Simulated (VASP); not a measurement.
# Ta: single point with PBEsol

The system is Ta.

```
Ta
1.0
     0.00000    2.08819    2.08819
     2.08819    0.00000    2.08819
     2.08819    2.08819    0.00000
Ta
1
Direct
  0.00000 0.00000 0.00000
```

This isn't the form of Ta at room conditions, which is bcc.

```
Program                : VASP 6.6.1
Task                   : single point
Functional             : PBEsol
Potentials or basis    : VASP PAW PBE potentials, release 64 (Ta_pv)
Cutoff                 : 520 eV
k mesh                 : 21 × 21 × 21
Occupations            : fermi-dirac, width 0.1 eV
Spin                   : no spin polarisation
Dipole correction      : no
Further INCAR settings : ALGO = Normal; EDIFF = 1e-06; NBANDS = 12
```

- Pressure: 0.2 GPa
- Band gap on the k mesh: zero (an odd number of electrons rules out a gap without spin polarisation)

Levels at points of the mesh, in eV from the Fermi level:
```csv
k point,band 1,band 2,band 3,band 4,band 5,band 6,band 7,band 8,band 9,band 10
"(0.00, 0.00, 0.00)",-33.47,-33.47,-33.47,-8.28,0.42,0.42,0.42,3.53,3.53,12.59
```

Wall time 62 s on 1 thread of Intel Xeon 8259CL (shared host), peak memory 0.19 GiB.

Caveat: the PAW data sets were made with another functional, which shifts forces and pressure a little; spin-orbit coupling is left out, which moves the levels of the heavy elements.
